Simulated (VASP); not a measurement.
# NaI (Fm-3m) in VASP: further runs, part 2 of 2

VASP 6.6.1. Earlier steps stand in the parts before.

## 3. Single point, r2SCAN (34.70 Å³/atom)

This run uses another cell than the first one, of 34.70 Å³/atom.

POSCAR

```
NaI
1.0
    0.0000000000      3.2616066755      3.2616066755
    3.2616066755      0.0000000000      3.2616066755
    3.2616066755      3.2616066755      0.0000000000
Na I
1 1
Direct
    0.0000000000      0.0000000000      0.0000000000
    0.5000000000      0.5000000000      0.5000000000
```

INCAR.step1

```
SYSTEM = NaI
ALGO     = Normal         ! electronic algorithm
EDIFF    = 1E-4           ! SCF threshold, eV
ENCUT    = 520            ! plane-wave cutoff, eV
GGA      = PE             ! functional
ISMEAR   = 0              ! smearing method
LASPH    = .True.         ! aspherical terms in the spheres
LCHARG   = .False.        ! write CHGCAR
LREAL    = .False.        ! projectors in reciprocal space
LWAVE    = .True.         ! write WAVECAR
NBANDS   = 14             ! bands
NELM     = 100            ! most SCF steps
PREC     = Accurate       ! precision mode
SIGMA    = 0.01           ! smearing width, eV
```

INCAR.step2

```
SYSTEM = NaI
ALGO     = Normal         ! electronic algorithm
EDIFF    = 1E-7           ! SCF threshold, eV
ENCUT    = 520            ! plane-wave cutoff, eV
ISIF     = 2              ! what is computed and relaxed
ISMEAR   = 0              ! smearing method
ISTART   = 1            
LASPH    = .True.         ! aspherical terms in the spheres
LCHARG   = .False.        ! write CHGCAR
LMIXTAU  = .True.       
LREAL    = .False.        ! projectors in reciprocal space
LWAVE    = .False.        ! write WAVECAR
METAGGA  = R2SCAN         ! meta-GGA
NBANDS   = 14             ! bands
NELM     = 100            ! most SCF steps
PREC     = Accurate       ! precision mode
SIGMA    = 0.01           ! smearing width, eV
```

KPOINTS

```
k-points
0
Gamma
  6 6 6
  0 0 0
```

Potentials or basis: VASP PAW PBE potentials, release 64 (Na_pv, I).

Command:

```bash
$ cat potpaw_PBE.64/Na_pv/POTCAR potpaw_PBE.64/I/POTCAR > POTCAR
$ cp INCAR.step1 INCAR
$ mpirun -np 1 vasp_std > vasp.out
$ cp INCAR.step2 INCAR
$ mpirun -np 1 vasp_std > vasp.out
```

OUTCAR:

```text
SYSTEM = NaI
   EDIFF = 1E-7
   ENCUT = 520
   ISIF = 2
   ISMEAR = 0
   ISTART = 1
   LASPH = .True.
   LREAL = .False.
   METAGGA = R2SCAN
   NELM = 100
   PREC = Accurate

 ion  position               nearest neighbor table
   1  0.000  0.000  0.000-
   2  0.500  0.500  0.500-

  LATTYP: Found a face centered cubic cell.
 ALAT       =     6.5232133510

  Lattice vectors:

 A1 = (   0.0000000000,   3.2616066755,   3.2616066755)
 A2 = (   3.2616066755,   0.0000000000,   3.2616066755)
 A3 = (   3.2616066755,   3.2616066755,   0.0000000000)

Analysis of symmetry for initial positions (statically):
=====================================================================
 Subroutine PRICEL returns:
 Original cell was already a primitive cell.

 Routine SETGRP: Setting up the symmetry group for a
 face centered cubic supercell.

 Subroutine GETGRP returns: Found 48 space group operations
 (whereof 48 operations were pure point group operations)
 out of a pool of 48 trial point group operations.

The static configuration has the point symmetry O_h .

Analysis of symmetry for dynamics (positions and initial velocities):
=====================================================================
 Subroutine PRICEL returns:
 Original cell was already a primitive cell.

 Routine SETGRP: Setting up the symmetry group for a
 face centered cubic supercell.

 Subroutine GETGRP returns: Found 48 space group operations
 (whereof 48 operations were pure point group operations)
 out of a pool of 48 trial point group operations.

The dynamic configuration has the point symmetry O_h .

 Subroutine INISYM returns: Found 48 space group operations
 (whereof 48 operations are pure point group operations),
 and found     1 'primitive' translations

[... 111 lines left out ...]
   LHFCALC =     F    Hartree Fock is set to
   AEXX    =    0.0000 exact exchange contribution
   IVDW    =     0    specifies the selected vdW correction
   LEPSILON=     F    determine dielectric tensor
   LRPA    =     F    only Hartree local field effects (RPA)
 non-spin polarized calculation
 Gauss-broadening in eV      SIGMA  =   0.01
  energy-cutoff  :      520.00
  volume of cell :       69.39
 maximum number of plane-waves:      1893
 NGX is ok and might be reduce to    36
   NGX = 17   NGY = 17   NGZ = 17

 number of electron      13.9999993 magnetization

 Free energy of the ion-electron system (eV)
  ---------------------------------------------------
  ext. energy  EPLUGINS =         0.00000000
  ---------------------------------------------------
  free energy    TOTEN  =       -31.08174486 eV

  energy without entropy =      -31.08174486  energy(sigma->0) =      -31.08174486

 E-fermi :   0.4546     XC(G=0):  -7.9694

 val. band max:        0.3204209357   @ k =   0.0000   0.0000   0.0000
 cond. band min:       4.6891113152   @ k =   0.0000   0.0000   0.0000
 fundamental gap:      4.3686903794
 Fermi energy:         0.4546030003

 k-point     1 :       0.0000    0.0000    0.0000
  band No.  band energies     occupation
      1     -22.9564      2.00000
      2     -22.9561      2.00000
      3     -22.9561      2.00000
      4     -10.9649      2.00000
      5       0.3204      2.00000
      6       0.3204      2.00000
      7       0.3204      2.00000
      8       4.6891      0.00000
      9       8.7944      0.00000
     10       8.7944      0.00000
     11       8.7944      0.00000
     12      10.6098      0.00000
     13      10.6098      0.00000
     14      11.4083      0.00000
[... 241 lines left out ...]
      1     -22.9590      2.00000
      2     -22.9581      2.00000
      3     -22.9577      2.00000
      4     -10.5695      2.00000
      5      -1.3075      2.00000
      6      -0.7545      2.00000
      7      -0.5287      2.00000
      8       6.3746      0.00000
      9       7.3367      0.00000
     10       9.4725      0.00000
     11       9.6311      0.00000
     12      12.7640      0.00000
     13      13.5517      0.00000
     14      13.5823      0.00000

------------------------ aborting loop because EDIFF is reached ----------------------------------------

  FORCE on cell =-STRESS in cart. coord.  units (eV):
  Direction    XX          YY          ZZ          XY          YZ          ZX
  --------------------------------------------------------------------------------------
  -------------------------------------------------------------------------------------
  Total       -0.2286211     -0.2286211     -0.2286211      0.0000000      0.0000000      0.0000000
  in kB       -5.2783974     -5.2783974     -5.2783974      0.0000000      0.0000000      0.0000000
  external PRESSURE =      -5.2783974 kB  Pullay stress =       0.0000000 kB

 VOLUME and BASIS-vectors are now :
 -----------------------------------------------------------------------------
  energy-cutoff  :      520.00
  volume of cell :       69.39
      direct lattice vectors                 reciprocal lattice vectors
     0.000000000  3.261606675  3.261606675    -0.153298681  0.153298681  0.153298681
     3.261606675  0.000000000  3.261606675     0.153298681 -0.153298681  0.153298681
     3.261606675  3.261606675  0.000000000     0.153298681  0.153298681 -0.153298681

 POSITION                                       TOTAL-FORCE (eV/Angst)
 -----------------------------------------------------------------------------------
      0.00000      0.00000      0.00000         0.000000      0.000000     -0.000000
      3.26161      3.26161      3.26161        -0.000000     -0.000000      0.000000
 -----------------------------------------------------------------------------------
    total drift:                                0.000000      0.000000      0.000000

  FREE ENERGIE OF THE ION-ELECTRON SYSTEM (eV)
  ---------------------------------------------------
  free  energy   TOTEN  =       -31.0817448642 eV

  energy  without entropy=      -31.0817448642  energy(sigma->0) =      -31.08174486
```

OSZICAR.step1:

```text
N       E                     dE             d eps       ncg     rms          rms(c)
DAV:   1     0.839854053020E+02    0.83985E+02   -0.66248E+03   448   0.884E+02
DAV:   2     0.134980624094E+01   -0.82636E+02   -0.76174E+02   490   0.222E+02
DAV:   3    -0.529240712442E+01   -0.66422E+01   -0.65994E+01   586   0.602E+01
DAV:   4    -0.545389510769E+01   -0.16149E+00   -0.16145E+00   558   0.990E+00
DAV:   5    -0.545841981816E+01   -0.45247E-02   -0.45245E-02   604   0.168E+00    0.161E+00
DAV:   6    -0.539435249623E+01    0.64067E-01   -0.75002E-02   538   0.158E+00    0.108E+00
DAV:   7    -0.538522427583E+01    0.91282E-02   -0.67704E-02   586   0.132E+00    0.613E-01
DAV:   8    -0.538740787848E+01   -0.21836E-02   -0.54861E-03   514   0.580E-01    0.168E-01
DAV:   9    -0.538737093635E+01    0.36942E-04   -0.19034E-04   550   0.119E-01
   1 F= -.53873709E+01 E0= -.53873709E+01  d E =-.422133E-73
```

Run time: 59 s. Hardware: 1 thread of Intel Xeon Platinum 8488C (Sapphire Rapids), shared host; peak memory 0.22 GiB.

What came out:

```yaml
Free_energy: -31.0817 eV
Pressure: -0.5 GPa
Band_gap_on_the_k_mesh: 4.37 eV
```

Caveat: the PAW data sets were made with another functional, which shifts forces and pressure a little; spin-orbit coupling is left out, which moves the levels of the heavy elements. r2SCAN opens gaps a little over a GGA but as a rule still falls short of measured ones.

## 4. Single point, r2SCAN (35.71 Å³/atom)

This run uses another cell than the first one, of 35.71 Å³/atom.

POSCAR

```
NaI
1.0
    0.0000000000      3.2929702022      3.2929702022
    3.2929702022      0.0000000000      3.2929702022
    3.2929702022      3.2929702022      0.0000000000
Na I
1 1
Direct
    0.0000000000      0.0000000000      0.0000000000
    0.5000000000      0.5000000000      0.5000000000
```

INCAR.step1

```
PREC = Accurate
ENCUT = 520
ISMEAR = 0
SIGMA = 0.01
LREAL = False
LASPH = True
NELM = 60
NBANDS = 14
GGA = PE
ALGO = Normal
EDIFF = 1E-4
LWAVE = True
LCHARG = False
```

INCAR.step2

```
PREC = Accurate
ENCUT = 520
EDIFF = 1E-7
ISMEAR = 0
SIGMA = 0.01
LREAL = False
LASPH = True
NELM = 60
ALGO = Normal
ISIF = 2
LWAVE = False
LCHARG = False
METAGGA = R2SCAN
LMIXTAU = True
NBANDS = 14
ISTART = 1
```

KPOINTS

```
regular mesh
0
Gamma
  6 6 6
```

Command:

```bash
$ cat potpaw_PBE.64/Na_pv/POTCAR potpaw_PBE.64/I/POTCAR > POTCAR
$ cp INCAR.step1 INCAR
$ mpirun -np 1 vasp_std > vasp.out
$ cp INCAR.step2 INCAR
$ mpirun -np 1 vasp_std > vasp.out
```

Run time: 79 s. Hardware: 1 thread of Intel Xeon Platinum 8488C (Sapphire Rapids), shared host; peak memory 0.22 GiB.

The run converged. Its results:

```yaml
Free_energy: -31.0726 eV
Pressure: -0.9 GPa
Band_gap_on_the_k_mesh: 4.29 eV
```

Levels at points of the mesh, in eV from the valence-band top:
```tsv
k point	band 5	band 6	band 7	band 8	band 9	band 10
(0.00, 0.00, 0.00)	0.00	0.00	0.00	4.29	8.47	8.47
(0.50, 0.00, 0.00)	-2.00	-0.27	-0.27	5.67	8.02	8.02
(0.50, 0.50, 0.00)	-1.77	-0.69	-0.69	5.19	6.11	10.38
```

Caveat: the PAW data sets were made with another functional, which shifts forces and pressure a little; spin-orbit coupling is left out, which moves the levels of the heavy elements. r2SCAN opens gaps a little over a GGA but as a rule still falls short of measured ones.

## 5. The runs side by side

| cell | gap on the mesh (eV) | pressure (GPa) |
| --- | --- | --- |
| a = 4.567 Å, angles 60.0°, 2 atoms | 4.46 | -0.1 |
| a = 4.613 Å, angles 60.0°, 2 atoms | 4.37 | -0.5 |
| a = 4.657 Å, angles 60.0°, 2 atoms | 4.29 | -0.9 |

Alike in all rows: task single point; level r2SCAN; potentials or basis VASP PAW PBE potentials, release 64 (Na_pv, I); no spin polarisation; k mesh 6 × 6 × 6; cutoff (eV) 520; smearing gaussian 0.01 eV.

Caveats: the PAW data sets were made with another functional, which shifts forces and pressure a little; spin-orbit coupling is left out, which moves the levels of the heavy elements.

Total energies depend on the potentials used, so only differences within one code and one set of settings carry meaning.
